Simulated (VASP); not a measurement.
Set up this calculation in VASP 6.6.1, as the native input.

- Task: single point
- Functional: PBE
- Potentials or basis: VASP PAW PBE potentials, release 64 (Cu, Pd)
- Cutoff: 520 eV
- k mesh: 4 × 4 × 4
- Occupations: gaussian, width 0.1 eV
- Spin: no spin polarisation
- Dipole correction: no
- Further INCAR settings: ALGO = Fast; EDIFF = 1e-06; NBANDS = 41

The structure of Cu2Pd lies in POSCAR:

```
Cu2Pd
1.0
    4.2185388740      0.0000000000      0.0000000000
    0.0000000000      4.2185388740      0.0000000000
    0.0000000000      0.0000000000      5.4219343193
Cu Pd
4 2
Direct
    0.0000000000      0.5000000000      0.2500423547
    0.0000000000      0.5000000000      0.7500423547
    0.5000000000      0.0000000000      0.2499576453
    0.5000000000      0.0000000000      0.7499576453
    0.0000000000      0.0000000000      0.0000000000
    0.5000000000      0.5000000000      0.5000000000
```

One way to write it, as run:

INCAR

```
PREC     = Accurate       # precision mode
ENCUT    = 520            # plane-wave cutoff, eV
EDIFF    = 1E-6           # SCF threshold, eV
ISMEAR   = 0              # smearing method
SIGMA    = 0.1            # smearing width, eV
LREAL    = F              # projectors in reciprocal space
LASPH    = T              # aspherical terms in the spheres
NELM     = 100            # most SCF steps
ALGO     = Fast           # electronic algorithm
ISIF     = 2              # what is computed and relaxed
LWAVE    = F              # write WAVECAR
LCHARG   = T              # write CHGCAR
GGA      = PE             # functional
LELF     = T              # ELF
LVHAR    = T            
NBANDS   = 41             # bands
```

KPOINTS

```
Automatic mesh
0
Gamma
  4 4 4
```

Potentials or basis: VASP PAW PBE potentials, release 64 (Cu, Pd).

Launch:

```sh
$ cat potpaw_PBE.64/Cu/POTCAR potpaw_PBE.64/Pd/POTCAR > POTCAR
$ mpirun -np 1 vasp_std > vasp.out
```

Results of the run:

- Pressure: 0.7 GPa
- Band gap on the k mesh: zero (bands 32 and 33 overlap by 0.35 eV)

Caveat: the k points lie up to 0.37 Å⁻¹ apart.

It took 120 s on 1 thread of Intel Xeon 8259CL, with other jobs on the host, peak memory 0.22 GiB.
